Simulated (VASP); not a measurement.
# TiSe2 (P-3m1) in VASP: a series of runs

TiSe2 is run at these levels: LDA; tasks: single point, relaxation of cell and atoms.

The COD entry that gives the cell may itself be a prediction, so a difference from it is no test against experiment.

Program: VASP 6.6.1. These are calculated values, not measurements. Logs are shortened: lines on timing, memory, paths and dates and some standing lists are left out, and cuts for length are marked.

### 1 The cell of the first run

The structure is trigonal, space group P-3m1 (No. 164). The conventional cell has a = 3.438 Å, b = 3.438 Å, c = 5.809 Å, α = 90.00°, β = 90.00°, γ = 120.00°. Ti (site symmetry -3m) has 6 Se at 2.51 Å within 3.3 Å. Se (site symmetry 3m) has 3 Ti at 2.51 Å within 3.3 Å.

### 2 Single point, LDA

File INCAR:

```
SYSTEM = TiSe2
  PREC = Accurate
  ENCUT = 500
  EDIFF = 1E-6
  ISMEAR = 0
  SIGMA = 0.1
  LREAL = .FALSE.
  LASPH = .TRUE.
  NELM = 120
  ALGO = Normal
  ISIF = 2
  LWAVE = .FALSE.
  LCHARG = .TRUE.
  LELF = .TRUE.
  LVHAR = .TRUE.
  NBANDS = 19
  GGA_COMPAT = .FALSE.
```

File KPOINTS:

```
Automatic mesh
0
G
  15 15 8
  0 0 0
```

File POSCAR:

```
TiSe2
1.0
    3.4377527882      0.0000000000      0.0000000000
   -1.7188763941      2.9771812465      0.0000000000
    0.0000000000      0.0000000000      5.8090258522
Ti Se
1 2
Direct
    0.0000000000      0.0000000000      0.0000000000
    0.3333333333      0.6666666667      0.2648353899
    0.6666666667      0.3333333333      0.7351646101
```

Potentials or basis: VASP PAW LDA potentials, release 64 (Ti_sv, Se).

Run with:

```console
> cat potpaw_LDA.64/Ti_sv/POTCAR potpaw_LDA.64/Se/POTCAR > POTCAR
> mpirun -np 1 vasp_std > vasp.out
```

OUTCAR:

```text
SYSTEM = TiSe2
   PREC = Accurate
   ENCUT = 500
   EDIFF = 1E-6
   ISMEAR = 0
   LREAL = .FALSE.
   LASPH = .TRUE.
   NELM = 120
   ISIF = 2

 ion  position               nearest neighbor table
   1  0.000  0.000  0.000-   2 2.51   3 2.51   2 2.51   3 2.51   3 2.51   2 2.51
   2  0.333  0.667  0.265-   1 2.51   1 2.51   1 2.51
   3  0.667  0.333  0.735-   1 2.51   1 2.51   1 2.51

  LATTYP: Found a hexagonal cell.
 ALAT       =     3.4377527882
 C/A-ratio  =     1.6897741665

  Lattice vectors:

 A1 = (   3.4377527882,   0.0000000000,   0.0000000000)
 A2 = (  -1.7188763941,   2.9771812465,   0.0000000000)
 A3 = (   0.0000000000,   0.0000000000,   5.8090258522)

Analysis of symmetry for initial positions (statically):
=====================================================================
 Subroutine PRICEL returns:
 Original cell was already a primitive cell.

 Routine SETGRP: Setting up the symmetry group for a
 hexagonal supercell.

 Subroutine GETGRP returns: Found 12 space group operations
 (whereof 12 operations were pure point group operations)
 out of a pool of 24 trial point group operations.

The static configuration has the point symmetry D_3d.

Analysis of symmetry for dynamics (positions and initial velocities):
=====================================================================
 Subroutine PRICEL returns:
 Original cell was already a primitive cell.

 Routine SETGRP: Setting up the symmetry group for a
 hexagonal supercell.

 Subroutine GETGRP returns: Found 12 space group operations
 (whereof 12 operations were pure point group operations)
 out of a pool of 24 trial point group operations.

The dynamic configuration has the point symmetry D_3d.

 Subroutine INISYM returns: Found 12 space group operations
 (whereof 12 operations are pure point group operations),
 and found     1 'primitive' translations

----------------------------------------------------------------------------------------

                                     Primitive cell

  volume of cell :      59.4543
[... 77 lines left out ...]
   dimension x,y,z NGXF=    56 NGYF=   56 NGZF=   84
   ions per type =               1   2
   NGX,Y,Z   is equivalent  to a cutoff of  13.54, 13.54, 12.02 a.u.
   NGXF,Y,Z  is equivalent  to a cutoff of  27.08, 27.08, 24.04 a.u.
 SYSTEM =  TiSe2
   PREC   = accura    normal or accurate (medium, high low for compatibility)
   ISTART =      0    job   : 0-new  1-cont  2-samecut
   ICHARG =      2    charge: 1-file 2-atom 10-const
   ISPIN  =      1    spin polarized calculation?
   LNONCOLLINEAR =      F non collinear calculations
   LSORBIT =      F    spin-orbit coupling
   LASPH  =      T    aspherical Exc in radial PAW
   ENCUT  =  500.0 eV  36.75 Ry    6.06 a.u.   6.27  6.27 10.59*2*pi/ulx,y,z
   NELM   =    120;   NELMIN=  2; NELMDL= -5     # of ELM steps
   EDIFF  = 0.1E-05   stopping-criterion for ELM
   LREAL  =      F    real-space projection
   EDIFFG = 0.1E-04   stopping-criterion for IOM
   NSW    =      0    number of steps for IOM
   IBRION =     -1    ionic relax: 0-MD 1-quasi-New 2-CG
   NFREE  =      0    steps in history (QN), initial steepest desc. (CG)
   ISIF   =      2    stress and relaxation
   ISYM   =      2    0-nonsym 1-usesym 2-fastsym
   POTIM  = 0.5000    time-step for ionic-motion
   TEBEG  =    0.0;   TEEND  =   0.0 temperature during run
   PSTRESS=    0.0 pullay stress
   NELECT =      24.0000    total number of electrons
   NUPDOWN=      -1.0000    fix difference up-down
   EMIN   =  10.00;   EMAX   =-10.00  energy-range for DOS
   EFERMI =   0.00;   METHOD = LEGACY
   ISMEAR =     0;   SIGMA  =   0.10  broadening in eV -4-tet -1-fermi 0-gaus
   EFERMI_NEDOS =   21; number of points for ismear=-14 and -15
   IALGO  =     38    algorithm
   IMIX   =      4    mixing-type and parameters
     AMIX     =   0.40;   BMIX     =  1.00
     AMIX_MAG =   1.60;   BMIX_MAG =  1.00
  volume/ion in A,a.u.               =      19.82       133.74
  Fermi-wavevector in a.u.,A,eV,Ry     =   1.209904  2.286387 19.917122  1.463867
  Thomas-Fermi vector in A             =   2.345467
   LORBIT       =      0    0 simple, 1 ext, 2 COOP (PROOUT), +10 PAW based schemes
   GGA     = CA    functional components
   LHFCALC =     F    Hartree Fock is set to
   AEXX    =    0.0000 exact exchange contribution
   IVDW    =     0    specifies the selected vdW correction
   LEPSILON=     F    determine dielectric tensor
   LRPA    =     F    only Hartree local field effects (RPA)
 non-spin polarized calculation
 Gauss-broadening in eV      SIGMA  =   0.10
  energy-cutoff  :      500.00
  volume of cell :       59.45
 maximum number of plane-waves:      1533
 NGX is ok and might be reduce to    28
   NGX = 13   NGY = 13   NGZ = 21

 number of electron      23.9999999 magnetization

 Free energy of the ion-electron system (eV)
  ---------------------------------------------------
  ext. energy  EPLUGINS =         0.00000000
  ---------------------------------------------------
  free energy    TOTEN  =       -20.33840888 eV

  energy without entropy =      -20.33336568  energy(sigma->0) =      -20.33588728

 E-fermi :   5.6764     XC(G=0): -10.7387

 val. band max:        5.6704622993   @ k =   0.0667   0.0000   0.5000
 cond. band min:       5.6869804975   @ k =   0.4667   0.0000   0.2500
 fundamental gap:      0.0165181982
 Fermi energy:         5.6763869232

 k-point     1 :       0.0000    0.0000    0.0000
  band No.  band energies     occupation
      1     -50.9887      2.00000
      2     -27.6323      2.00000
      3     -27.6010      2.00000
      4     -27.6010      2.00000
      5      -8.6972      2.00000
      6      -6.9780      2.00000
[... 505 lines left out ...]
      6      -6.6383      2.00000
[... 11 lines left out ...]
     18      11.7496      0.00000
     19      14.1852      0.00000

 [... further k-points ...]
[... 5 lines left out ...]
  --------------------------------------------------------------------------------------
  -------------------------------------------------------------------------------------
  Total        0.0889674      0.0889674      0.1056761      0.0000000      0.0000000      0.0000000
  in kB        2.3974991      2.3974991      2.8477653      0.0000000      0.0000000      0.0000000
  external PRESSURE =       2.5475878 kB  Pullay stress =       0.0000000 kB

 VOLUME and BASIS-vectors are now :
 -----------------------------------------------------------------------------
  energy-cutoff  :      500.00
  volume of cell :       59.45
      direct lattice vectors                 reciprocal lattice vectors
     3.437752788  0.000000000  0.000000000     0.290887699  0.167944092  0.000000000
    -1.718876394  2.977181246  0.000000000     0.000000000  0.335888183  0.000000000
     0.000000000  0.000000000  5.809025852     0.000000000  0.000000000  0.172145903

 POSITION                                       TOTAL-FORCE (eV/Angst)
 -----------------------------------------------------------------------------------
      0.00000      0.00000      0.00000        -0.000000      0.000000     -0.000000
     -0.00000      1.98479      1.53844         0.000000      0.000000      0.040156
      1.71888      0.99239      4.27059        -0.000000      0.000000     -0.040156
 -----------------------------------------------------------------------------------
    total drift:                               -0.000000     -0.000000     -0.000000

  FREE ENERGIE OF THE ION-ELECTRON SYSTEM (eV)
  ---------------------------------------------------
  free  energy   TOTEN  =       -20.3384088823 eV

  energy  without entropy=      -20.3333656795  energy(sigma->0) =      -20.33588728
```

OSZICAR:

```text
N       E                     dE             d eps       ncg     rms          rms(c)
DAV:   1     0.198059372729E+03    0.19806E+03   -0.11277E+04  7296   0.122E+03
DAV:   2    -0.402128685887E+01   -0.20208E+03   -0.19598E+03  7588   0.324E+02
DAV:   3    -0.222723657492E+02   -0.18251E+02   -0.17741E+02 10197   0.924E+01
DAV:   4    -0.230175372313E+02   -0.74517E+00   -0.74253E+00  9770   0.170E+01
DAV:   5    -0.230384524541E+02   -0.20915E-01   -0.20906E-01  9964   0.266E+00    0.127E+01
DAV:   6    -0.219290354123E+02    0.11094E+01   -0.30937E+01  7989   0.406E+01    0.105E+01
DAV:   7    -0.205847720300E+02    0.13443E+01   -0.19984E+01  9011   0.295E+01    0.489E+00
DAV:   8    -0.203718549225E+02    0.21292E+00   -0.23212E+00  8360   0.113E+01    0.170E+00
DAV:   9    -0.203382754882E+02    0.33579E-01   -0.25047E-01  8553   0.385E+00    0.424E-01
DAV:  10    -0.203385477395E+02   -0.27225E-03   -0.11653E-02  8578   0.878E-01    0.193E-01
DAV:  11    -0.203388657292E+02   -0.31799E-03   -0.75675E-03 10750   0.545E-01    0.175E-01
DAV:  12    -0.203384044512E+02    0.46128E-03   -0.24539E-03  9120   0.323E-01    0.312E-02
DAV:  13    -0.203384157363E+02   -0.11285E-04   -0.41605E-05  8228   0.547E-02    0.198E-02
DAV:  14    -0.203384091087E+02    0.66276E-05   -0.26268E-05  9704   0.349E-02    0.591E-03
DAV:  15    -0.203384088823E+02    0.22633E-06   -0.22837E-06  6192   0.801E-03
   1 F= -.20338409E+02 E0= -.20335887E+02  d E =-.504320E-02
```

stdout:

```text
POSCAR found type information on POSCAR TiSe
 POSCAR found :  2 types and       3 ions
 scaLAPACK will be used
 LDA part: xc-table for (Slater(with rela. corr.)+CA(PZ))
 , standard interpolation
 POSCAR, INCAR and KPOINTS ok, starting setup
 FFT: planning ... GRIDC
 FFT: planning ... GRID_SOFT
 FFT: planning ... GRID
 WAVECAR not read
 entering main loop
```

It used 170 s of CPU time on 1 thread of AMD EPYC 7R13 Processor (Zen 3), with other jobs on the host.

Results:

```
Free energy            : -20.3384 eV
Pressure               : 0.3 GPa
Largest force          : 0.040 eV/Å
Band gap on the k mesh : zero (band 12 reaches 6.21 eV, above the bottom of band 13 at 5.39 eV)
```

Forces on the atoms (eV/Å):
```
Ti   0.000  0.000  0.000
Se   0.000  0.000  0.040
Se   0.000  0.000 -0.040
```

Levels at points of the mesh, in eV from the Fermi level:
| k point | band 9 | band 10 | band 11 | band 12 | band 13 | band 14 | band 15 | band 16 |
| --- | --- | --- | --- | --- | --- | --- | --- | --- |
| (0.00, 0.00, 0.00) | -2.25 | 0.47 | 0.54 | 0.54 | 0.55 | 0.75 | 0.75 | 3.51 |
| (0.00, 0.00, 0.50) | -2.17 | -2.17 | 0.41 | 0.41 | 0.51 | 0.51 | 1.37 | 4.00 |

### 3 Relaxation of cell and atoms, LDA

This run uses another cell than the first one, of 20.54 Å³/atom, 1.036 times its volume.

File INCAR:

```
ALGO     = Normal         # electronic algorithm
EDIFF    = 1E-7           # SCF threshold, eV
EDIFFG   = -0.005         # ionic threshold
ENCUT    = 500            # plane-wave cutoff, eV
GGA      = CA             # functional
GGA_COMPAT= False        
IBRION   = 2              # ionic algorithm
ISIF     = 3              # what is computed and relaxed
ISMEAR   = 0              # smearing method
LASPH    = True           # aspherical terms in the spheres
LCHARG   = False          # write CHGCAR
LREAL    = False          # projectors in reciprocal space
LWAVE    = False          # write WAVECAR
NELM     = 120            # most SCF steps
NELMIN   = 4            
NSW      = 70             # ionic steps
PREC     = Accurate       # precision mode
SIGMA    = 0.1            # smearing width, eV
```

File KPOINTS:

```
k-points
0
Gamma
  15 15 8
```

File POSCAR:

```
TiSe2
1.0
    3.4807141369      0.0000000000      0.0000000000
   -1.7403570685      3.0143868659      0.0000000000
    0.0000000000      0.0000000000      5.8731574598
Ti Se
1 2
Direct
    0.0000000000      0.0000000000      0.0000000000
    0.3333333333      0.6666666667      0.2646669996
    0.6666666667      0.3333333333      0.7353330004
```

Potentials or basis: VASP PAW LDA potentials, release 64 (Ti_sv, Se).

Run with:

```console
> cat potpaw_LDA.64/Ti_sv/POTCAR potpaw_LDA.64/Se/POTCAR > POTCAR
> mpirun -np 1 vasp_std > vasp.out
```

Run time: 23 min. Hardware: 1 thread of AMD EPYC 7R13 (Zen 3), shared host; peak memory 0.29 GiB.

It converged, with:

```yaml
Free_energy: -20.3389 eV
Relaxed_volume: 19.86 Å³/atom
Relaxed_cell: a = 3.441 Å, b = 3.441 Å, c = 5.808 Å, α = 90.00°, β = 90.00°, γ = 120.00°
Space_group_after_relaxing_to_0.05_Å: P-3m1 (No. 164)
Energy_gained_by_relaxing: 6.3 meV/atom
Ionic_steps: 13
Pressure_after_relaxing: 0.0 GPa
Band_gap_on_the_k_mesh: zero (band 12 reaches 6.19 eV, above the bottom of band 13 at 5.38 eV)
```

The path:
```csv
step,energy change (eV),largest force (eV/Å),pressure (GPa),volume (Å³)
1,0.0000,0.3007,-2.97,61.62
2,0.0016,0.4610,3.24,58.29
3,-0.0181,0.0572,-0.10,59.96
4,-0.0181,0.0648,-0.04,59.92
5,-0.0185,0.0439,-0.01,59.81
6,-0.0187,0.0158,0.03,59.66
7,-0.0187,0.0194,0.03,59.68
8,-0.0188,0.0029,-0.08,59.71
9,-0.0188,0.0030,-0.12,59.71
10,-0.0188,0.0023,-0.11,59.69
11,-0.0189,0.0000,-0.07,59.62
12,-0.0188,0.0041,0.04,59.47
13,-0.0189,0.0014,-0.02,59.57
```

Final structure:
```xyz
3
Lattice="3.4412 0.0000 0.0000 -1.7206 2.9802 0.0000 0.0000 0.0000 5.8083" Properties=species:S:1:pos:R:3 pbc="T T T"
Ti    0.0000    0.0000    0.0000
Se    0.0000    1.9868    1.5402
Se    1.7206    0.9934    4.2681
```

Levels at points of the mesh, in eV from the Fermi level:
```tsv
k point	band 8	band 9	band 10	band 11	band 12	band 13	band 14	band 15	band 16
(0.00, 0.00, 0.00)	-2.25	-2.25	0.47	0.54	0.54	0.55	0.74	0.74	3.49
(0.00, 0.00, 0.50)	-3.00	-2.16	-2.16	0.41	0.41	0.51	0.51	1.36	3.98
```
